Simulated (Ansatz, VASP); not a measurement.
**Si in VASP and in Ansatz**

INCAR

```
SYSTEM = Si
  ALGO = Normal
  EDIFF = 1E-6
  ENCUT = 520
  GGA = PE
  ISIF = 2
  ISMEAR = -1
  LASPH = .TRUE.
  LCHARG = .TRUE.
  LELF = .TRUE.
  LREAL = .FALSE.
  LVHAR = .TRUE.
  LWAVE = .FALSE.
  NBANDS = 8
  NELM = 60
  PREC = Accurate
  SIGMA = 0.05
```

The input KPOINTS:

```
k-points
0
G
  13 13 13
  0 0 0
```

Contents of POSCAR:

```
Si
1.0
   -1.6483241605      1.6483241605      1.3377046037
    1.6483241605     -1.6483241605      1.3377046037
    1.6483241605      1.6483241605     -1.3377046037
Si
1
Direct
    0.0000000000      0.0000000000      0.0000000000
```

Contents of input.yaml:

```yaml
crystal:
  lattice:
    - [-1.6483241605, 1.6483241605, 1.3377046037]
    - [1.6483241605, -1.6483241605, 1.3377046037]
    - [1.6483241605, 1.6483241605, -1.3377046037]
  atoms:
    - { symbol: Si, position: [0.0, 0.0, 0.0] }
kpoints:
  mp_grid: { grid: [13, 13, 13] }
scf:
  occupations: { method: fermi_dirac, width: 0.05 }
hamiltonian:
  xc: pbe
  pseudopotentials: { kind: all_electron, lapw: { basis_error: 0.0005 } }
output:
  forces: true
  stress: true
  eigenvalues: true
```

Change from the starting cell: volume scaled by 1.04.

Alike in both runs: task single point; functional PBE; k mesh 13 × 13 × 13; occupations fermi-dirac, width 0.05 eV; no spin polarisation.

|  | VASP | Ansatz |
| --- | --- | --- |
| version | VASP 6.6.1 | Ansatz 0.2.0 |
| potentials or method | VASP PAW PBE potentials, release 64 (Si), cutoff 520 eV | all-electron LAPW, scalar-relativistic |

Ansatz gave:

| Quantity | Value |
| --- | --- |
| gap on the k mesh at the Fermi level (eV) | none |
| pressure (GPa) | -0.2 |
| traceless stress, the component that is largest in VASP (GPa) | -1.72 |

Q: Which values does VASP return?

A: gap on the k mesh at the Fermi level (eV): none; pressure (GPa): -0.3; traceless stress, the component that is largest in VASP (GPa): -1.74.

A gap of «none» marks a metal or a gap that the smearing closes. Ansatz ran all-electron here, and VASP with PAW potentials.
